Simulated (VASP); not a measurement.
# MnO (Fm-3m) in VASP: single point with PBE

Aim: the single point of MnO with PBE.

Program: VASP 6.6.1. These are calculated values, not measurements. Logs are shortened: lines on timing, memory, paths and dates and some standing lists are left out, and cuts for length are marked.

### Step 1. The cell of the first run

The structure is cubic, space group Fm-3m (No. 225). The conventional cell has a = 4.149 Å, b = 4.149 Å, c = 4.149 Å, α = 90.00°, β = 90.00°, γ = 90.00°. Within 2.7 Å of Mn (site symmetry m-3m) lie 6 O at 2.07 Å. Within 2.7 Å of O (site symmetry m-3m) lie 6 Mn at 2.07 Å.

### Step 2. Single point, PBE, collinear spin, ferromagnetic start

The input, INCAR:

```
SYSTEM = MnO
PREC = Accurate
ENCUT = 700
EDIFF = 1E-6
ISMEAR = 0
SIGMA = 0.1
LREAL = .FALSE.
LASPH = .TRUE.
NELM = 200
ALGO = Normal
ISIF = 2
LWAVE = .FALSE.
LCHARG = .FALSE.
ISPIN = 2
MAGMOM = 4.08 0.22
LORBIT = 11
LMAXMIX = 4
GGA = PE
NBANDS = 22
GGA_COMPAT = .FALSE.
```

The input, KPOINTS:

```
Automatic mesh
0
G
  18 18 18
  0 0 0
```

The input, POSCAR:

```
MnO
1.0
    0.0000000000      2.0746890639      2.0746890639
    2.0746890639      0.0000000000      2.0746890639
    2.0746890639      2.0746890639      0.0000000000
Mn O
1 1
Direct
    0.0000000000      0.0000000000      0.0000000000
    0.5000000000      0.5000000000      0.5000000000
```

Potentials or basis: VASP PAW PBE potentials, release 64 (Mn_sv, O).

The run is started by

```
$ cat potpaw_PBE.64/Mn_sv/POTCAR potpaw_PBE.64/O/POTCAR > POTCAR
$ mpirun -np 1 vasp_std > vasp.out
```

OUTCAR:

```text
SYSTEM = MnO
   PREC = Accurate
   ENCUT = 700
   EDIFF = 1E-6
   ISMEAR = 0
   LREAL = .FALSE.
   LASPH = .TRUE.
   NELM = 200
   ISIF = 2
   ISPIN = 2
   LORBIT = 11
   GGA = PE

 ion  position               nearest neighbor table
   1  0.000  0.000  0.000-   2 2.07   2 2.07   2 2.07   2 2.07   2 2.07   2 2.07
   2  0.500  0.500  0.500-   1 2.07   1 2.07   1 2.07   1 2.07   1 2.07   1 2.07

  LATTYP: Found a face centered cubic cell.
 ALAT       =     4.1493781278

  Lattice vectors:

 A1 = (   0.0000000000,   2.0746890639,   2.0746890639)
 A2 = (   2.0746890639,   0.0000000000,   2.0746890639)
 A3 = (   2.0746890639,   2.0746890639,   0.0000000000)

Analysis of symmetry for initial positions (statically):
=====================================================================
 Subroutine PRICEL returns:
 Original cell was already a primitive cell.

 Routine SETGRP: Setting up the symmetry group for a
 face centered cubic supercell.

 Subroutine GETGRP returns: Found 48 space group operations
 (whereof 48 operations were pure point group operations)
 out of a pool of 48 trial point group operations.

The static configuration has the point symmetry O_h .

Analysis of symmetry for dynamics (positions and initial velocities):
=====================================================================
 Subroutine PRICEL returns:
 Original cell was already a primitive cell.

 Routine SETGRP: Setting up the symmetry group for a
 face centered cubic supercell.

 Subroutine GETGRP returns: Found 48 space group operations
 (whereof 48 operations were pure point group operations)
 out of a pool of 48 trial point group operations.

The dynamic configuration has the point symmetry O_h .

Analysis of structural, dynamic, and magnetic symmetry:
=====================================================================
 Subroutine PRICEL returns:
 Original cell was already a primitive cell.

 Routine SETGRP: Setting up the symmetry group for a
 face centered cubic supercell.

 Subroutine GETGRP returns: Found 48 space group operations
 (whereof 48 operations were pure point group operations)
 out of a pool of 48 trial point group operations.

The overall configuration has the point symmetry O_h .

 Subroutine INISYM returns: Found 48 space group operations
 (whereof 48 operations are pure point group operations),
 and found     1 'primitive' translations

----------------------------------------------------------------------------------------

                                     Primitive cell

  volume of cell :      17.8603

  direct lattice vectors                    reciprocal lattice vectors
     0.000000000  2.074689064  2.074689064    -0.240999969  0.240999969  0.240999969
     2.074689064  0.000000000  2.074689064     0.240999969 -0.240999969  0.240999969
     2.074689064  2.074689064  0.000000000     0.240999969  0.240999969 -0.240999969

  length of vectors
     2.934053412  2.934053412  2.934053412     0.417424191  0.417424191  0.417424191

  position of ions in fractional coordinates (direct lattice)
     0.000000000  0.000000000  0.000000000
     0.500000000  0.500000000  0.500000000

  ion indices of the primitive-cell ions
   primitive index   ion index
                 1           1
                 2           2

----------------------------------------------------------------------------------------

 KPOINTS: Automatic mesh

Automatic generation of k-mesh.
 Grid dimensions read from file:
 generate k-points for:   18   18   18

 Generating k-lattice:

  Cartesian coordinates                     Fractional coordinates (reciprocal lattice)
    -0.013388887  0.013388887  0.013388887     0.055555556  0.000000000  0.000000000
     0.013388887 -0.013388887  0.013388887     0.000000000  0.055555556  0.000000000
     0.013388887  0.013388887 -0.013388887     0.000000000  0.000000000  0.055555556

  Length of vectors
     0.023190233  0.023190233  0.023190233

  Shift w.r.t. Gamma in fractional coordinates (k-lattice)
     0.000000000  0.000000000  0.000000000

 Subroutine IBZKPT returns following result:
 ===========================================

 Found    195 irreducible k-points:

 Following reciprocal coordinates:
            Coordinates               Weight
  0.000000  0.000000  0.000000      1.000000
  0.055556  0.000000  0.000000      8.000000
  0.111111  0.000000  0.000000      8.000000
  0.166667  0.000000  0.000000      8.000000
  0.222222  0.000000  0.000000      8.000000
  0.277778  0.000000  0.000000      8.000000
[... 16 lines left out ...]
 -0.277778  0.055556  0.000000     24.000000
 -0.222222  0.055556  0.000000     24.000000
 [... further k-points ...]
   k-points           NKPTS =    195   k-points in BZ     NKDIM =    195   number of bands    NBANDS=     22
   number of dos      NEDOS =    301   number of ions     NIONS =      2
   total plane-waves  NPLWV =  21952
   dimension x,y,z NGX =    28 NGY =   28 NGZ =   28
   dimension x,y,z NGXF=    56 NGYF=   56 NGZF=   56
   ions per type =               1   1
   NGX,Y,Z   is equivalent  to a cutoff of  15.87, 15.87, 15.87 a.u.
   NGXF,Y,Z  is equivalent  to a cutoff of  31.73, 31.73, 31.73 a.u.
 SYSTEM =  MnO
   PREC   = accura    normal or accurate (medium, high low for compatibility)
   ISTART =      0    job   : 0-new  1-cont  2-samecut
   ICHARG =      2    charge: 1-file 2-atom 10-const
   ISPIN  =      2    spin polarized calculation?
   LNONCOLLINEAR =      F non collinear calculations
   LSORBIT =      F    spin-orbit coupling
   LASPH  =      T    aspherical Exc in radial PAW
   ENCUT  =  700.0 eV  51.45 Ry    7.17 a.u.   6.33  6.33  6.33*2*pi/ulx,y,z
   NELM   =    200;   NELMIN=  2; NELMDL= -5     # of ELM steps
   EDIFF  = 0.1E-05   stopping-criterion for ELM
   LREAL  =      F    real-space projection
   EDIFFG = 0.1E-04   stopping-criterion for IOM
   NSW    =      0    number of steps for IOM
   IBRION =     -1    ionic relax: 0-MD 1-quasi-New 2-CG
   NFREE  =      0    steps in history (QN), initial steepest desc. (CG)
   ISIF   =      2    stress and relaxation
   ISYM   =      2    0-nonsym 1-usesym 2-fastsym
   POTIM  = 0.5000    time-step for ionic-motion
   TEBEG  =    0.0;   TEEND  =   0.0 temperature during run
   PSTRESS=    0.0 pullay stress
   NELECT =      21.0000    total number of electrons
   NUPDOWN=      -1.0000    fix difference up-down
   EMIN   =  10.00;   EMAX   =-10.00  energy-range for DOS
   EFERMI =   0.00;   METHOD = LEGACY
   ISMEAR =     0;   SIGMA  =   0.10  broadening in eV -4-tet -1-fermi 0-gaus
   EFERMI_NEDOS =   21; number of points for ismear=-14 and -15
   IALGO  =     38    algorithm
   IMIX   =      4    mixing-type and parameters
     AMIX     =   0.40;   BMIX     =  1.00
     AMIX_MAG =   1.60;   BMIX_MAG =  1.00
  volume/ion in A,a.u.               =       8.93        60.26
  Fermi-wavevector in a.u.,A,eV,Ry     =   1.727899  3.265255 40.622010  2.985633
  Thomas-Fermi vector in A             =   2.802935
   LORBIT       =     11    0 simple, 1 ext, 2 COOP (PROOUT), +10 PAW based schemes
   GGA     = PE    functional components
   LHFCALC =     F    Hartree Fock is set to
   AEXX    =    0.0000 exact exchange contribution
   IVDW    =     0    specifies the selected vdW correction
   LEPSILON=     F    determine dielectric tensor
   LRPA    =     F    only Hartree local field effects (RPA)
 spin polarized calculation
 Gauss-broadening in eV      SIGMA  =   0.10
  energy-cutoff  :      700.00
  volume of cell :       17.86
 maximum number of plane-waves:       769
 NGX is ok and might be reduce to    28
   NGX = 13   NGY = 13   NGZ = 13

 number of electron      20.9999991 magnetization       3.9820142

 Free energy of the ion-electron system (eV)
  ---------------------------------------------------
  ext. energy  EPLUGINS =         0.00000000
  ---------------------------------------------------
  free energy    TOTEN  =       -16.15375215 eV

  energy without entropy =      -16.14683206  energy(sigma->0) =      -16.15029211

 E-fermi :  12.4935     XC(G=0): -13.1862

 val. band max:       12.4919616116   @ k =  -0.3889   0.1111   0.0000
 cond. band min:      12.4971758317   @ k =  -0.3333   0.3889   0.1111
 fundamental gap:      0.0052142200
 Fermi energy:        12.4934887123

 spin component 1

 k-point     1 :       0.0000    0.0000    0.0000
  band No.  band energies     occupation
      1     -69.0590      1.00000
      2     -37.7766      1.00000
      3     -37.7766      1.00000
      4     -37.7766      1.00000
      5      -9.8163      1.00000
      6       7.5930      1.00000
[... 14 lines left out ...]
     21      36.1504      0.00000
     22      37.8633      0.00000

 k-point     2 :       0.0556    0.0000    0.0000
  band No.  band energies     occupation
      1     -69.0584      1.00000
      2     -37.7813      1.00000
      3     -37.7771      1.00000
      4     -37.7771      1.00000
      5      -9.7777      1.00000
      6       7.2771      1.00000
[... 14 lines left out ...]
     21      36.4065      0.00000
     22      38.7912      0.00000

 k-point     3 :       0.1111    0.0000    0.0000
  band No.  band energies     occupation
      1     -69.0568      1.00000
      2     -37.7951      1.00000
      3     -37.7787      1.00000
      4     -37.7787      1.00000
      5      -9.6651      1.00000
      6       6.5672      1.00000
[... 14 lines left out ...]
     21      37.1165      0.00000
     22      40.3195      0.00000
[... 476 lines left out ...]
 k-point    23 :      -0.2778    0.0556    0.0000
  band No.  band energies     occupation
      1     -69.0464      1.00000
      2     -37.8775      1.00000
      3     -37.7936      1.00000
      4     -37.7865      1.00000
      5      -8.9043      1.00000
      6       3.7667      1.00000
[... 14 lines left out ...]
     21      39.9057      0.00000
     22      41.9722      0.00000

 k-point    24 :      -0.2222    0.0556    0.0000
  band No.  band energies     occupation
      1     -69.0497      1.00000
      2     -37.8512      1.00000
      3     -37.7904      1.00000
      4     -37.7833      1.00000
      5      -9.1558      1.00000
      6       4.5070      1.00000
[... 14 lines left out ...]
     21      39.9309      0.00000
     22      42.1745      0.00000

 [... further k-points ...]

 spin component 2

 k-point     1 :       0.0000    0.0000    0.0000
  band No.  band energies     occupation
      1     -64.9787      1.00000
      2     -33.7737      1.00000
      3     -33.7737      1.00000
      4     -33.7737      1.00000
      5      -9.4488      1.00000
      6       7.9021      1.00000
[... 14 lines left out ...]
     21      38.1944      0.00000
     22      39.1914      0.00000

 k-point     2 :       0.0556    0.0000    0.0000
  band No.  band energies     occupation
      1     -64.9781      1.00000
      2     -33.7795      1.00000
      3     -33.7743      1.00000
      4     -33.7743      1.00000
      5      -9.4106      1.00000
      6       7.6763      1.00000
[... 14 lines left out ...]
     21      38.4077      0.00000
     22      40.3515      0.00000

 k-point     3 :       0.1111    0.0000    0.0000
  band No.  band energies     occupation
      1     -64.9761      1.00000
      2     -33.7966      1.00000
      3     -33.7760      1.00000
      4     -33.7760      1.00000
      5      -9.2992      1.00000
      6       7.0936      1.00000
[... 14 lines left out ...]
     21      38.9982      0.00000
     22      41.9590      0.00000
[... 476 lines left out ...]
 k-point    23 :      -0.2778    0.0556    0.0000
  band No.  band energies     occupation
      1     -64.9640      1.00000
      2     -33.8981      1.00000
      3     -33.7935      1.00000
      4     -33.7847      1.00000
      5      -8.5508      1.00000
      6       4.4698      1.00000
[... 14 lines left out ...]
     21      40.8507      0.00000
     22      42.9561      0.00000

 k-point    24 :      -0.2222    0.0556    0.0000
  band No.  band energies     occupation
      1     -64.9678      1.00000
      2     -33.8657      1.00000
      3     -33.7898      1.00000
      4     -33.7810      1.00000
      5      -8.7973      1.00000
      6       5.1898      1.00000
[... 14 lines left out ...]
     21      41.3050      0.00000
     22      43.1096      0.00000

 [... further k-points ...]
[... 5 lines left out ...]
  --------------------------------------------------------------------------------------
  -------------------------------------------------------------------------------------
  Total        3.2413971      3.2413971      3.2413971     -0.0000000      0.0000000     -0.0000000
  in kB      290.7727974    290.7727974    290.7727974     -0.0000000      0.0000000     -0.0000000
  external PRESSURE =     290.7727974 kB  Pullay stress =       0.0000000 kB

 VOLUME and BASIS-vectors are now :
 -----------------------------------------------------------------------------
  energy-cutoff  :      700.00
  volume of cell :       17.86
      direct lattice vectors                 reciprocal lattice vectors
     0.000000000  2.074689064  2.074689064    -0.240999969  0.240999969  0.240999969
     2.074689064  0.000000000  2.074689064     0.240999969 -0.240999969  0.240999969
     2.074689064  2.074689064  0.000000000     0.240999969  0.240999969 -0.240999969

 POSITION                                       TOTAL-FORCE (eV/Angst)
 -----------------------------------------------------------------------------------
      0.00000      0.00000      0.00000        -0.000000      0.000000      0.000000
      2.07469      2.07469      2.07469         0.000000      0.000000     -0.000000
 -----------------------------------------------------------------------------------
    total drift:                                0.000000      0.000000      0.000000

  FREE ENERGIE OF THE ION-ELECTRON SYSTEM (eV)
  ---------------------------------------------------
  free  energy   TOTEN  =       -16.1537521486 eV

  energy  without entropy=      -16.1468320625  energy(sigma->0) =      -16.15029211

 total charge

# of ion       s       p       d       tot
------------------------------------------
    1        2.135   6.038   4.774  12.947
    2        1.563   3.493   0.000   5.056
--------------------------------------------------
tot          3.697   9.531   4.774  18.003

 magnetization (x)

# of ion       s       p       d       tot
------------------------------------------
    1        0.022   0.013   3.531   3.566
    2        0.033   0.114   0.000   0.147
--------------------------------------------------
tot          0.055   0.127   3.531   3.712
```

Wall time 6.2 min (1 thread of Intel Xeon Platinum 8259CL at 2.50GHz (Skylake/Cascade Lake), shared host); peak memory 0.3 GiB.

Results:

```
Free energy                                           : -16.1538 eV
Pressure                                              : 29.1 GPa
Net moment                                            : 3.98 μB per cell
Site moments                                          : Mn +3.57; O +0.15 μB
Valence electrons inside the program's atomic spheres : Mn 12.95; O 5.06
```

Caveat: the cell stands under pressure; a cell with one magnetic atom can't hold antiferromagnetic order, which such compounds often take; semilocal functionals often make such compounds metallic where correlation or magnetic order opens a gap, which also shifts bond lengths. With open d or f shells a metallic result of PBE can be an artefact of self-interaction; +U or a hybrid may open a gap.
